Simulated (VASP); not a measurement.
# NaBe16 (a cell with a defect) in VASP: relaxation of the atoms with PBE+D3(BJ)

Aim: the relaxation of the atoms of NaBe16 (a cell with a defect) with PBE+D3(BJ).

All numbers are computed with VASP 6.6.1; they aren't measurements. Logs are shortened: lines on timing, memory, paths and dates and some standing lists are left out, and cuts for length are marked.

**1. The cell of the first run**

The cell holds a defect, 17 atoms: a = 4.580 Å, b = 3.966 Å, c = 7.177 Å, α = 90.00°, β = 90.00°, γ = 90.00°.

**2. Relaxation of the atoms, PBE+D3(BJ)**

INCAR reads:

```
SYSTEM = NaBe16
ALGO = Normal
EDIFF = 1E-7
EDIFFG = -0.08
ENCUT = 520
GGA = PE
IBRION = 2
ISIF = 2
ISMEAR = -1
IVDW = 12
LASPH = .TRUE.
LCHARG = .FALSE.
LREAL = Auto
LWAVE = .FALSE.
NELM = 80
NSW = 45
PREC = Accurate
SIGMA = 0.15
```

KPOINTS reads:

```
k-points
0
G
  3 3 2
  0 0 0
```

POSCAR reads:

```
NaBe16
1.0
   -2.2900000000     -3.9663960000      0.0000000000
    3.4350000000     -1.9831980000      0.0000000000
    0.0000000000      0.0000000000      7.1768600000
Be Na
16 1
Direct
    0.7500000000      0.5000000000      0.0000000000
    0.5000000000      0.3333333000      0.2500000000
    0.7500000000      0.5000000000      0.5000000000
    0.5000000000      0.3333333000      0.7500000000
    0.5000000000      0.0000000000      0.0000000000
    0.2500000000      0.8333333000      0.2500000000
    0.5000000000      0.0000000000      0.5000000000
    0.2500000000      0.8333333000      0.7500000000
    0.2500000000      0.5000000000      0.0000000000
    0.0000000000      0.3333333000      0.2500000000
    0.2500000000      0.5000000000      0.5000000000
    0.0000000000      0.3333333000      0.7500000000
    0.0000000000      0.0000000000      0.0000000000
    0.7500000000      0.8333333000      0.2500000000
    0.0000000000      0.0000000000      0.5000000000
    0.7500000000      0.8333333000      0.7500000000
   -0.0160293000      0.6657410000      0.1315308000
```

Potentials or basis: VASP PAW PBE potentials, release 64 (Be, Na_pv).

The run is started by

```console
> cat potpaw_PBE.64/Be/POTCAR potpaw_PBE.64/Na_pv/POTCAR > POTCAR
> mpirun -np 1 vasp_std > vasp.out
```

OUTCAR:

```text
SYSTEM = NaBe16
   EDIFF = 1E-7
   EDIFFG = -0.08
   ENCUT = 520
   GGA = PE
   IBRION = 2
   ISIF = 2
   ISMEAR = -1
   IVDW = 12
   LASPH = .TRUE.
   LREAL = Auto
   NELM = 80
   NSW = 45
   PREC = Accurate
 IVDW          = 12

 ion  position               nearest neighbor table
   1  0.750  0.500  0.000-  17 1.57  16 2.23  14 2.23   4 2.23   2 2.23  12 2.23  10 2.23  13 2.29
                             9 2.29   5 2.29   9 2.29  13 2.29   5 2.29
   2  0.500  0.333  0.250-   5 2.23   7 2.23   1 2.23   3 2.23   9 2.23  11 2.23  10 2.29  14 2.29
                             6 2.29  10 2.29  14 2.29   6 2.29
   3  0.750  0.500  0.500-  14 2.23  16 2.23   2 2.23   4 2.23  10 2.23  12 2.23  15 2.29  11 2.29
                             7 2.29  11 2.29  15 2.29   7 2.29
   4  0.500  0.333  0.750-   5 2.23   7 2.23   1 2.23   3 2.23   9 2.23  11 2.23  12 2.29  16 2.29
                             8 2.29  12 2.29  16 2.29   8 2.29
   5  0.500  0.000  0.000-   2 2.23   4 2.23   6 2.23   8 2.23  14 2.23  16 2.23   1 2.29  13 2.29
                             9 2.29  13 2.29   9 2.29   1 2.29
   6  0.250  0.833  0.250-  17 1.63  11 2.23   9 2.23   7 2.23   5 2.23  15 2.23  13 2.23   2 2.29
                            14 2.29  10 2.29  14 2.29  10 2.29   2 2.29
   7  0.500  0.000  0.500-   2 2.23   4 2.23   6 2.23   8 2.23  14 2.23  16 2.23  15 2.29   3 2.29
                            11 2.29  15 2.29  11 2.29   3 2.29
   8  0.250  0.833  0.750-   9 2.23  11 2.23   5 2.23   7 2.23  13 2.23  15 2.23   4 2.29  16 2.29
                            12 2.29  16 2.29  12 2.29   4 2.29
   9  0.250  0.500  0.000-  17 1.68   8 2.23   6 2.23  12 2.23  10 2.23   4 2.23   2 2.23   5 2.29
                             1 2.29  13 2.29   1 2.29  13 2.29   5 2.29
  10  0.000  0.333  0.250-  17 1.57  15 2.23  13 2.23  11 2.23   9 2.23   3 2.23   1 2.23   6 2.29
                             2 2.29  14 2.29   2 2.29  14 2.29   6 2.29
  11  0.250  0.500  0.500-   6 2.23   8 2.23  10 2.23  12 2.23   2 2.23   4 2.23   7 2.29   3 2.29
                            15 2.29   3 2.29  15 2.29   7 2.29
  12  0.000  0.333  0.750-  13 2.23  15 2.23   9 2.23  11 2.23   1 2.23   3 2.23   4 2.29   8 2.29
                            16 2.29   4 2.29  16 2.29   8 2.29
  13  0.000  0.000  0.000-  17 1.63  12 2.23  10 2.23  16 2.23  14 2.23   8 2.23   6 2.23   9 2.29
                             5 2.29   1 2.29   5 2.29   9 2.29   1 2.29
  14  0.750  0.833  0.250-  17 1.52   3 2.23   1 2.23  15 2.23  13 2.23   7 2.23   5 2.23  10 2.29
                             6 2.29   2 2.29   6 2.29  10 2.29   2 2.29
  15  0.000  0.000  0.500-  10 2.23  12 2.23  14 2.23  16 2.23   6 2.23   8 2.23  11 2.29   7 2.29
                             3 2.29   7 2.29  11 2.29   3 2.29
  16  0.750  0.833  0.750-   1 2.23   3 2.23  13 2.23  15 2.23   5 2.23   7 2.23   8 2.29  12 2.29
                             4 2.29   8 2.29  12 2.29   4 2.29
  17  0.984  0.666  0.132-  14 1.52  10 1.57   1 1.57   6 1.63  13 1.63   9 1.68

  LATTYP: Found a simple orthorhombic cell.
 ALAT       =     3.9663962620
 B/A-ratio  =     1.1547004875
 C/A-ratio  =     1.8094157835

  Lattice vectors:

 A1 = (  -3.4350000000,   1.9831980000,   0.0000000000)
 A2 = (  -2.2900000000,  -3.9663960000,   0.0000000000)
 A3 = (   0.0000000000,   0.0000000000,   7.1768600000)

Analysis of symmetry for initial positions (statically):
[... 141 lines left out ...]
   LREAL  =      T    real-space projection
   EDIFFG = -.8E-01   stopping-criterion for IOM
   NSW    =     45    number of steps for IOM
   IBRION =      2    ionic relax: 0-MD 1-quasi-New 2-CG
   NFREE  =      1    steps in history (QN), initial steepest desc. (CG)
   ISIF   =      2    stress and relaxation
   ISYM   =      2    0-nonsym 1-usesym 2-fastsym
   POTIM  = 0.5000    time-step for ionic-motion
   TEBEG  =    0.0;   TEEND  =   0.0 temperature during run
   PSTRESS=    0.0 pullay stress
   NELECT =      39.0000    total number of electrons
   NUPDOWN=      -1.0000    fix difference up-down
   EMIN   =  10.00;   EMAX   =-10.00  energy-range for DOS
   EFERMI =   0.00;   METHOD = LEGACY
   ISMEAR =    -1;   SIGMA  =   0.15  broadening in eV -4-tet -1-fermi 0-gaus
   EFERMI_NEDOS =   21; number of points for ismear=-14 and -15
   IALGO  =     38    algorithm
   IMIX   =      4    mixing-type and parameters
     AMIX     =   0.40;   BMIX     =  1.00
     AMIX_MAG =   1.60;   BMIX_MAG =  1.00
  volume/ion in A,a.u.               =       7.67        51.75
  Fermi-wavevector in a.u.,A,eV,Ry     =   1.094875  2.069013 16.309988  1.198750
  Thomas-Fermi vector in A             =   2.231188
   LORBIT       =      0    0 simple, 1 ext, 2 COOP (PROOUT), +10 PAW based schemes
   GGA     = PE    functional components
   LHFCALC =     F    Hartree Fock is set to
   AEXX    =    0.0000 exact exchange contribution
   IVDW    =    12    specifies the selected vdW correction
   LEPSILON=     F    determine dielectric tensor
   LRPA    =     F    only Hartree local field effects (RPA)
 conjugate gradient relaxation of ions
 non-spin polarized calculation
  energy-cutoff  :      520.00
  volume of cell :      130.38
 maximum number of plane-waves:      3531
 NGX is ok and might be reduce to    36
   NGX = 17   NGY = 15   NGZ = 27

--------------------------------------- Ionic step        1  -------------------------------------------

 number of electron      38.9999999 magnetization

 Free energy of the ion-electron system (eV)
  ---------------------------------------------------
  ext. energy  EPLUGINS =         0.00000000
  ---------------------------------------------------
  free energy    TOTEN  =       -40.95537658 eV

  energy without entropy =      -40.78246708  energy(sigma->0) =      -40.86892183

------------------------ aborting loop because EDIFF is reached ----------------------------------------

 Edisp (eV)   -6.53445

 E8    (eV) :    -2.3412
[... 150 lines left out ...]
  FREE ENERGIE OF THE ION-ELECTRON SYSTEM (eV)
  ---------------------------------------------------
  free  energy   TOTEN  =       -56.8373724622 eV

  energy  without entropy=      -56.6637816070  energy(sigma->0) =      -56.75057703

[... ionic steps 4 to 38 ...]

--------------------------------------- Ionic step       39  -------------------------------------------

 number of electron      39.0000004 magnetization

------------------------ aborting loop because EDIFF is reached ----------------------------------------
[... 105 lines left out ...]
--------------------------------------- Ionic step       41  -------------------------------------------

 number of electron      39.0000005 magnetization

 Free energy of the ion-electron system (eV)
  ---------------------------------------------------
  ext. energy  EPLUGINS =         0.00000000
  ---------------------------------------------------
  free energy    TOTEN  =       -52.70894037 eV

  energy without entropy =      -52.55461527  energy(sigma->0) =      -52.63177782

 E-fermi :   7.2259     XC(G=0): -10.7837

 val. band max:        7.1421055450   @ k =   0.0000   0.0000   0.0000
 cond. band min:       7.3170723399   @ k =   0.0000   0.0000   0.5000
 fundamental gap:      0.1749667949
 Fermi energy:         7.2259386443

 k-point     1 :       0.0000    0.0000    0.0000
  band No.  band energies     occupation
      1     -17.7217      2.00000
      2     -17.6602      2.00000
      3     -17.6489      2.00000
      4      -3.9265      2.00000
      5      -1.8937      2.00000
      6      -1.7099      2.00000
[... 347 lines left out ...]
  FREE ENERGIE OF THE ION-ELECTRON SYSTEM (eV)
  ---------------------------------------------------
  free  energy   TOTEN  =       -59.2420509417 eV

  energy  without entropy=      -59.0877258427  energy(sigma->0) =      -59.16488839

 reached required accuracy - stopping structural energy minimisation
```

CONTCAR:

```text
NaBe16
   1.00000000000000
    -2.2900000000000000   -3.9663960000000000    0.0000000000000000
     3.4350000000000001   -1.9831980000000000    0.0000000000000000
     0.0000000000000000    0.0000000000000000    7.1768599999999996
  Be              Na
    16     1
Direct
     0.6940447666926677    0.2942267570578294    0.9439139661104359
     0.4611417555164902    0.3978934742104920    0.2038594796394791
     0.7556795592271477    0.4744053391020998    0.4669862654505258
     0.5119726590344850    0.3926974857243741    0.7059019044150416
     0.4606331670970410    0.9348815637167083    0.0474683331548345
     0.2925816725734856    0.8318276828670544    0.3008915816455046
[... 9 lines left out ...]
     0.7557527208390815    0.8599070318955406    0.7834432137828112
     0.8912676408176219    0.6659063318818653    0.1247390128515516

  0.00000000E+00  0.00000000E+00  0.00000000E+00
  0.00000000E+00  0.00000000E+00  0.00000000E+00
  0.00000000E+00  0.00000000E+00  0.00000000E+00
  0.00000000E+00  0.00000000E+00  0.00000000E+00
  0.00000000E+00  0.00000000E+00  0.00000000E+00
  0.00000000E+00  0.00000000E+00  0.00000000E+00
[... 9 lines left out ...]
  0.00000000E+00  0.00000000E+00  0.00000000E+00
  0.00000000E+00  0.00000000E+00  0.00000000E+00
```

Wall time 12 min (1 thread of Intel Xeon 6975P-C (Granite Rapids), shared host); peak memory 0.27 GiB.

What came out:

```
Free energy                  : -59.2421 eV
Energy gained by relaxing    : 691.3 meV/atom
Ionic steps                  : 41
Pressure after relaxing      : 16.9 GPa
Largest force after relaxing : 0.069 eV/Å
Band gap on the k mesh       : zero (an odd number of electrons rules out a gap without spin polarisation)
Dispersion energy per atom   : -0.384 eV
```

Forces on the atoms (eV/Å):
```
Be  -0.044 -0.020  0.049
Be   0.053 -0.029 -0.018
Be   0.024  0.021  0.020
Be   0.008 -0.005 -0.013
Be  -0.035  0.043  0.011
Be   0.052 -0.028  0.012
Be  -0.013  0.004 -0.003
Be  -0.003  0.020 -0.031
Be  -0.020  0.026 -0.020
Be  -0.008 -0.022  0.024
Be   0.016  0.012  0.017
Be   0.004  0.000 -0.002
Be  -0.007 -0.021 -0.013
Be   0.003 -0.026 -0.033
Be  -0.020 -0.004  0.024
Be  -0.005  0.032 -0.027
Na  -0.005 -0.006  0.003
```

Step by step:
| step | energy change (eV) | largest force (eV/Å) | pressure (GPa) |
| --- | --- | --- | --- |
| 1 | 0.0000 | 10.8617 | 22.50 |
| 3 | -9.3475 | 2.4557 | 16.33 |
| 5 | -10.1233 | 1.3218 | 15.79 |
| 7 | -10.6122 | 0.9112 | 16.47 |
| 9 | -10.7863 | 1.0864 | 17.18 |
| 11 | -10.8672 | 0.2987 | 16.84 |
| 13 | -10.9041 | 0.2735 | 16.83 |
| 15 | -10.9277 | 0.2610 | 16.97 |
| 17 | -10.9529 | 0.5536 | 17.20 |
| 19 | -11.0638 | 0.6798 | 17.36 |
| 21 | -11.1745 | 1.5207 | 17.81 |
| 23 | -11.1932 | 1.3507 | 17.68 |
| 25 | -11.2237 | 1.4433 | 17.90 |
| 27 | -11.2501 | 1.3517 | 17.80 |
| 29 | -11.4201 | 0.7741 | 17.57 |
| 31 | -11.5430 | 0.5550 | 17.42 |
| 33 | -11.6662 | 0.4707 | 16.96 |
| 35 | -11.7041 | 0.2779 | 16.91 |
| 37 | -11.7392 | 0.1350 | 16.86 |
| 39 | -11.7481 | 0.0890 | 16.88 |
| 41 | -11.7522 | 0.0689 | 16.89 |

Final structure:
```xyz
17
Lattice="-2.2900 -3.9664 0.0000 3.4350 -1.9832 0.0000 0.0000 0.0000 7.1769" Properties=species:S:1:pos:R:3 pbc="T T T"
Be   -0.5787   -3.3364    6.7743
Be    0.3107   -2.6182    1.4631
Be   -0.1009   -3.9382    3.3515
Be    0.1765   -2.8095    5.0662
Be    2.1565   -3.6811    0.3407
Be    2.1873   -2.8102    2.1595
Be    2.0675   -3.8985    3.9110
Be    2.3999   -2.7848    5.4799
Be    1.0450   -2.1539    6.8196
Be    0.7162   -0.7487    1.9296
Be    0.9705   -1.9568    3.5012
Be    1.2236   -0.7246    5.2639
Be    0.1382   -0.4107    7.0457
Be   -1.4623   -2.8313    2.1990
Be    3.3441   -1.9477    3.7127
Be    1.2231   -4.7030    5.6227
Na    0.2464   -4.8557    0.8952
```

Caveat: the k points lie up to 0.53 Å⁻¹ apart, too coarse for converged energies and pressures of a metal; the relaxation stopped at a loose force limit of 0.08 eV/Å, so its end isn't a converged minimum.

The gap in the log of VASP goes by the Fermi energy; the results here count the filled bands.